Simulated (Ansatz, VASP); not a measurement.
One calculation of MgO, two programs

```
CELL_PARAMETERS angstrom
0.00000 2.28201 2.28201
2.28201 0.00000 2.28201
2.28201 2.28201 0.00000
ATOMIC_POSITIONS crystal
Mg 0.00000 0.00000 0.00000
O 0.25000 0.25000 0.25000
```

Alike in both runs: task single point; functional PBEsol; k mesh 6 × 6 × 6; no spin polarisation.

```csv
,VASP,Ansatz
version,VASP 6.6.1,Ansatz 0.2.0
potentials or method,"VASP PAW PBE potentials, release 64 (Mg, O)",plane waves
plane-wave cutoff (eV),600,420
occupations,"methfessel-paxton of order 1, width 0.2 eV","cold, width 0.2 eV"
valence electrons in the cell,8,16
```

```tsv
	VASP	Ansatz	Ansatz less VASP
gap on the k mesh at the Fermi level (eV)	3.53	3.53	-0.004
pressure (GPa)	0.4	0.9	+0.44
```

VASP's potentials were made for PBE, not for PBEsol. VASP's potentials hold 8 valence electrons a cell and Ansatz's 16, so a difference there can come from the potentials and not from the codes.
